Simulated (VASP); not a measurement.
## Si16O (a cell with a defect): single point with PBE

Si16O (a cell with a defect):

```xyz
17
Lattice="0.0000 5.4300 5.4300 5.4300 0.0000 5.4300 5.4300 5.4300 0.0000" Properties=species:S:1:pos:R:3 pbc="T T T"
Si   -0.2069   -0.1034   -0.2437
Si    1.0729    1.3483    0.9629
Si    2.5227    2.8680    0.0501
Si    4.1038    3.9923    1.3840
Si    2.6714   -0.1698    2.7993
Si    4.0336    1.3603    3.8364
Si    5.5451    2.6744    2.6637
Si    6.6421    4.1038    4.0795
Si    0.2326    2.3597    2.8562
Si    1.4192    4.0363    4.0815
Si    2.7848    5.2912    2.6973
Si    4.0133    6.8174    4.2507
Si    2.7447    2.5888    5.3948
Si    4.0529    3.7313    6.9371
Si    5.0386    5.2707    5.5655
Si    6.8044    6.6128    6.9553
O     7.8533   11.3068    6.7398
```

```yaml
Program: VASP 6.6.1
Task: single point
Functional: PBE
Potentials_or_basis: VASP PAW PBE potentials, release 64 (Si, O)
Cutoff: 520 eV
k_mesh: 2 × 2 × 2
Occupations: fermi-dirac, width 0.02 eV
Spin: collinear spin, ferromagnetic start
Starting_moments: "[0.0, 0.0, 0.0, 0.0, 0.0, 0.0, 0.0, 0.0, 0.0, 0.0, 0.0, 0.0, 0.0, 0.0, 0.0, 0.0, 1.0] μB"
Dipole_correction: no
Further_INCAR_settings: LREAL = Auto; ALGO = Normal; EDIFF = 1e-06; NBANDS = 53
```

```json
{
 "Pressure": "4.8 GPa",
 "Largest force": "2.721 eV/Å",
 "Band gap on the k mesh": "0.38 eV",
 "Net moment": "0.00 μB per cell",
 "Valence electrons inside the program's atomic spheres": "Si 1.72, 1.71, 1.70, 1.73, 1.68, 1.66, 1.67; O 5.20"
}
```

Forces on the atoms (eV/Å):
```
Si  -0.195 -0.324  0.106
Si  -0.149  0.634  0.356
Si   0.770 -0.143 -0.852
Si   0.043 -0.006 -0.840
Si   1.661 -0.853  0.167
Si  -0.485  0.058  0.907
Si  -0.561  0.001  0.075
Si  -1.082  1.056  0.778
Si  -0.985  0.837 -0.022
Si  -0.052 -0.810 -0.021
Si   0.420  0.986  1.542
Si  -0.790 -0.062 -0.895
Si  -0.720 -0.554  0.645
Si   0.394 -0.555  1.203
Si   2.380  0.205  0.307
Si  -0.347 -0.165 -2.694
O   -0.299 -0.306 -0.761
```

Stress tensor (GPa, compression positive):
```
 4.12 -1.06  1.59
-1.06  5.37 -2.50
 1.59 -2.50  4.99
```

Levels at points of the mesh, in eV from the valence-band top:
Spin up:
```csv
k point,band 31,band 32,band 33,band 34,band 35,band 36,band 37,band 38,band 39,band 40
"(0.00, 0.00, 0.00)",-1.17,-1.00,-0.60,-0.23,0.00,0.38,0.41,0.62,0.70,1.01
"(0.50, 0.00, 0.00)",-1.63,-1.49,-1.20,-0.71,-0.25,0.76,1.23,1.36,1.46,1.69
"(0.00, 0.50, 0.00)",-1.47,-1.12,-0.70,-0.65,-0.28,0.89,1.06,1.28,1.38,1.45
"(0.00, 0.00, 0.50)",-1.79,-1.21,-1.01,-0.89,-0.40,0.92,1.17,1.22,1.45,1.60
"(0.50, 0.50, 0.50)",-1.70,-1.44,-1.09,-0.83,-0.56,0.95,1.02,1.14,1.46,1.51
"(0.50, 0.50, 0.00)",-1.81,-1.49,-1.38,-1.04,-0.67,0.93,1.00,1.90,2.05,2.26
"(0.00, 0.50, 0.50)",-1.57,-1.54,-1.40,-1.16,-0.86,1.08,1.24,2.05,2.07,2.21
"(0.50, 0.00, 0.50)",-1.66,-1.47,-1.28,-1.02,-0.89,1.01,1.29,2.01,2.10,2.17
```
Spin down:
| k point | band 31 | band 32 | band 33 | band 34 | band 35 | band 36 | band 37 | band 38 | band 39 | band 40 |
| --- | --- | --- | --- | --- | --- | --- | --- | --- | --- | --- |
| (0.00, 0.00, 0.00) | -1.17 | -1.00 | -0.60 | -0.23 | 0.00 | 0.38 | 0.41 | 0.62 | 0.70 | 1.01 |
| (0.50, 0.00, 0.00) | -1.63 | -1.49 | -1.20 | -0.71 | -0.25 | 0.76 | 1.23 | 1.36 | 1.46 | 1.69 |
| (0.00, 0.50, 0.00) | -1.47 | -1.12 | -0.70 | -0.65 | -0.28 | 0.89 | 1.06 | 1.28 | 1.38 | 1.45 |
| (0.00, 0.00, 0.50) | -1.79 | -1.21 | -1.01 | -0.89 | -0.40 | 0.92 | 1.17 | 1.22 | 1.45 | 1.60 |
| (0.50, 0.50, 0.50) | -1.70 | -1.44 | -1.09 | -0.83 | -0.56 | 0.95 | 1.02 | 1.14 | 1.46 | 1.51 |
| (0.50, 0.50, 0.00) | -1.81 | -1.49 | -1.38 | -1.04 | -0.67 | 0.93 | 1.00 | 1.90 | 2.05 | 2.26 |
| (0.00, 0.50, 0.50) | -1.57 | -1.54 | -1.40 | -1.16 | -0.86 | 1.08 | 1.24 | 2.05 | 2.07 | 2.21 |
| (0.50, 0.00, 0.50) | -1.66 | -1.47 | -1.28 | -1.02 | -0.89 | 1.01 | 1.29 | 2.01 | 2.10 | 2.17 |

Wall time 9.8 min on 1 thread of Intel(R) Xeon(R) Platinum 8259CL CPU @ 2.50GHz (Skylake/Cascade Lake) (shared host), peak memory 0.72 GiB.

Caveat: the k points lie up to 0.50 Å⁻¹ apart.
